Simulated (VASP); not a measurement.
A run of VASP 6.6.1 is set up as follows.

The input INCAR:

```
SYSTEM = Li2AlH5
PREC     = Accurate       ! precision mode
ENCUT    = 600            ! plane-wave cutoff, eV
EDIFF    = 1E-6           ! SCF threshold, eV
ISMEAR   = 0              ! smearing method
SIGMA    = 0.1            ! smearing width, eV
LREAL    = .FALSE.        ! projectors in reciprocal space
LASPH    = .TRUE.         ! aspherical terms in the spheres
NELM     = 80             ! most SCF steps
ALGO     = Normal         ! electronic algorithm
ISIF     = 3              ! what is computed and relaxed
LWAVE    = .FALSE.        ! write WAVECAR
LCHARG   = .FALSE.        ! write CHGCAR
GGA      = PE             ! functional
IBRION   = 2              ! ionic algorithm
NSW      = 100            ! ionic steps
EDIFFG   = -0.01          ! ionic threshold
```

Contents of KPOINTS:

```
Automatic mesh
0
G
  15 15 6
  0 0 0
```

File POSCAR:

```
Li2AlH5
1.0
    3.1001315234      0.0000000000      0.0000000000
   -1.5500657617      2.6847926543      0.0000000000
    0.0000000000      0.0000000000      8.1228035403
Li Al H
2 1 5
Direct
    0.3333333333      0.6666666667      0.8530874721
    0.6666666667      0.3333333333      0.4368127598
    0.0000000000      0.0000000000      0.1507738119
    0.3333333333      0.6666666667      0.0922852510
    0.0000000000      0.0000000000      0.9235601624
    0.5049313947      0.4950686053      0.6383223009
    0.5049313947      0.0098627894      0.6383223009
    0.9901372106      0.4950686053      0.6383223009
```

Potentials or basis: VASP PAW PBE potentials, release 64 (Li_sv, Al, H).

Run with:

```console
$ cat potpaw_PBE.64/Li_sv/POTCAR potpaw_PBE.64/Al/POTCAR potpaw_PBE.64/H/POTCAR > POTCAR
$ mpirun -np 1 vasp_std > vasp.out
```

(1) Estimate the relaxed volume.

(2) Predict the band gap on the k mesh.

(3) What does it give for the space group after relaxing (to 0.1 Å)?

## Answers

(1) 8.35 Å³/atom.

(2) zero (bands 7 and 8 overlap by 4.16 eV).

(3) P3m1 (No. 156).

Caveat: the cutoff is under 1.25 times the usual one of these potentials, so pressure, stress and relaxed cells hold a basis-set (Pulay) error.
